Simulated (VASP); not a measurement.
A run of VASP 6.6.1 is set up as follows.

File POSCAR:

```
BAs
1.0
    0.0000000000      2.3918698983      2.3918698983
    2.3918698983      0.0000000000      2.3918698983
    2.3918698983      2.3918698983      0.0000000000
B As
1 1
Direct
    0.0000000000      0.0000000000      0.0000000000
    0.2500000000      0.2500000000      0.2500000000
```

File INCAR.step1:

```
PREC = Accurate
ENCUT = 520
EDIFF = 1E-5
ISMEAR = 0
SIGMA = 0.01
LREAL = False
LASPH = True
NELM = 150
ALGO = Normal
ISIF = 2
LWAVE = True
LCHARG = False
MAGMOM = 0 0 0 0 0 0
LORBIT = 11
LSORBIT = True
GGA_COMPAT = False
LORBMOM = True
GGA = PE
NBANDS = 20
```

The input INCAR.step2:

```
PREC = Accurate
ENCUT = 520
EDIFF = 1E-6
ISMEAR = 0
SIGMA = 0.01
LREAL = False
LASPH = True
NELM = 150
ALGO = Normal
ISIF = 2
LWAVE = False
LCHARG = False
MAGMOM = 0 0 0 0 0 0
LORBIT = 11
LSORBIT = True
GGA_COMPAT = False
LORBMOM = True
GGA = PE
LHFCALC = True
HFSCREEN = 0.2079
PRECFOCK = Normal
ISTART = 1
NBANDS = 20
```

File KPOINTS:

```
Automatic mesh
0
Gamma
  6 6 6
```

Potentials or basis: VASP PAW PBE potentials, release 64 (B, As).

Launch:

```bash
$ cat potpaw_PBE.64/B/POTCAR potpaw_PBE.64/As/POTCAR > POTCAR
$ cp INCAR.step1 INCAR
$ mpirun -np 1 vasp_ncl > vasp.out
$ cp INCAR.step2 INCAR
$ mpirun -np 1 vasp_ncl > vasp.out
```

Q: Predict the net moment.

A: 0.00 μB per cell.

Q: Estimate the pressure.

A: -1.2 GPa.

Moments on the atoms (μB; x, y, z):
```
B   0.00 0.00 0.00
As  0.00 0.00 0.00
```

Caveat: the k points lie up to 0.38 Å⁻¹ apart; the PAW data sets were made with another functional, which shifts forces and pressure a little.
